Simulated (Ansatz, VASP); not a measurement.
# BN: VASP beside Ansatz

Contents of POSCAR:

```
BN
1.0
    0.0000000000      1.8048245542      1.8048245542
    1.8048245542      0.0000000000      1.8048245542
    1.8048245542      1.8048245542      0.0000000000
B N
1 1
Direct
    0.0000000000      0.0000000000      0.0000000000
    0.2500000000      0.2500000000      0.2500000000
```

INCAR.step1

```
ALGO = Normal ; EDIFF = 1E-5
ENCUT = 660 ; GGA = PE
GGA_COMPAT = F ; ISMEAR = 0
LASPH = T ; LCHARG = F
LREAL = F ; LWAVE = T
NBANDS = 11 ; NELM = 120
PREC = Accurate ; SIGMA = 0.5
```

File INCAR.step2:

```
ALGO = Normal ; EDIFF = 1E-6
ENCUT = 660 ; GGA_COMPAT = F
ISIF = 2 ; ISMEAR = 0
ISTART = 1 ; LASPH = T
LCHARG = F ; LMIXTAU = T
LREAL = F ; LWAVE = F
METAGGA = R2SCAN ; NBANDS = 11
NELM = 120 ; PREC = Accurate
SIGMA = 0.5
```

File KPOINTS:

```
k-points
0
Gamma
  8 8 8
```

Input for Ansatz:

```yaml
crystal:
  lattice:
    - [0.0, 1.8048245542, 1.8048245542]
    - [1.8048245542, 0.0, 1.8048245542]
    - [1.8048245542, 1.8048245542, 0.0]
  atoms:
    - { symbol: B, position: [0.0, 0.0, 0.0] }
    - { symbol: "N", position: [0.25, 0.25, 0.25] }
kpoints:
  mp_grid: { grid: [8, 8, 8] }
hamiltonian:
  xc: r2scan
scf:
  occupations: { method: gaussian, width: 0.5 }
  n_extra_bands: 4
output:
  forces: true
  stress: true
  eigenvalues: true
```

Alike in both runs: task single point; functional r2SCAN; k mesh 8 × 8 × 8; occupations gaussian, width 0.5 eV; no spin polarisation.

|  | VASP | Ansatz |
| --- | --- | --- |
| version | VASP 6.6.1 | Ansatz 0.2.0 |
| potentials or method | VASP PAW PBE potentials, release 64 (B, N) | plane waves |
| plane-wave cutoff (eV) | 660 | 500 |
| valence electrons in the cell | 8 | 8 |

|  | VASP | Ansatz | Ansatz less VASP |
| --- | --- | --- | --- |
| gap on the k mesh at the Fermi level (eV) | 4.98 | 5.00 | +0.021 |
| pressure (GPa) | 1.2 | 0.0 | -1.19 |

VASP's potentials were made for PBE, not for r2SCAN. With one functional, cell and mesh, what is left measures potentials, basis and numerics.
